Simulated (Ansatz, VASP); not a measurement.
## N in VASP and in Ansatz

```
N
1.0
     9.00000    0.00000    0.00000
     0.00000    9.50000    0.00000
     0.00000    0.00000   10.00000
N
2
Direct
  0.50000 0.50000 0.44536
  0.50000 0.50000 0.55464
```

Alike in both runs: functional r2SCAN; k mesh 1 × 1 × 1; occupations fermi-dirac, width 0.05 eV; no spin polarisation.

Ansatz relaxed the structure, and its values are those at the end. VASP's run is a single point on that final structure, the one shown.

|  | VASP | Ansatz |
| --- | --- | --- |
| version | VASP 6.6.1 | Ansatz 0.2.0 |
| potentials or method | VASP PAW PBE potentials, release 64 (N_h), cutoff 1080 eV | plane waves, PAW |
| valence electrons in the cell | 10 | 10 |

```csv
,VASP,Ansatz,Ansatz less VASP
rms of the force components (eV/Å),0.027,0.000,-0.0271
```

VASP's potentials were made for PBE, not for r2SCAN. Ansatz's warnings: stress scf threshold loose.
